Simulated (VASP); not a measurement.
# LiCl: single point with r2SCAN

The system is LiCl.

```
CELL_PARAMETERS angstrom
3.57495 0.00000 0.00000
-1.78747 3.09600 0.00000
0.00000 0.00000 6.02408
ATOMIC_POSITIONS crystal
Li 0.00000 0.00000 0.00000
Li 0.00000 0.00000 0.50000
Cl 0.33333 0.66667 0.25000
Cl 0.66667 0.33333 0.75000
```

- Program: VASP 6.6.1
- Task: single point
- Functional: r2SCAN
- Potentials or basis: VASP PAW PBE potentials, release 64 (Li_sv, Cl)
- Cutoff: 520 eV
- k mesh: 12 × 12 × 4
- Occupations: fermi-dirac, width 0.02 eV
- Spin: no spin polarisation
- Dipole correction: no
- Further INCAR settings: ALGO = Normal; EDIFF = 1e-06; NBANDS = 18

- Band gap on the k mesh: 7.33 eV, indirect (the least direct gap lies 0.7 meV higher)

Levels at points of the mesh, in eV from the valence-band top:
| k point | band 7 | band 8 | band 9 | band 10 | band 11 | band 12 | band 13 | band 14 |
| --- | --- | --- | --- | --- | --- | --- | --- | --- |
| (0.00, 0.00, 0.00) | -0.23 | -0.18 | 0.00 | 0.00 | 7.33 | 7.57 | 11.15 | 11.15 |
| (0.50, 0.00, 0.00) | -1.95 | -1.10 | -0.78 | -0.32 | 7.94 | 8.94 | 9.70 | 10.36 |
| (0.00, 0.00, 0.50) | -0.11 | -0.11 | -0.11 | -0.11 | 8.10 | 8.10 | 11.33 | 11.33 |
| (0.50, 0.00, 0.50) | -0.95 | -0.95 | -0.74 | -0.74 | 8.37 | 8.37 | 9.41 | 9.41 |

Wall time 3.6 min on 1 thread of Intel(R) Xeon(R) 6975P-C (Granite Rapids) (shared host), peak memory 0.21 GiB.

Caveat: the PAW data sets were made with another functional, which shifts forces and pressure a little. r2SCAN opens gaps a little over a GGA but as a rule still falls short of measured ones.
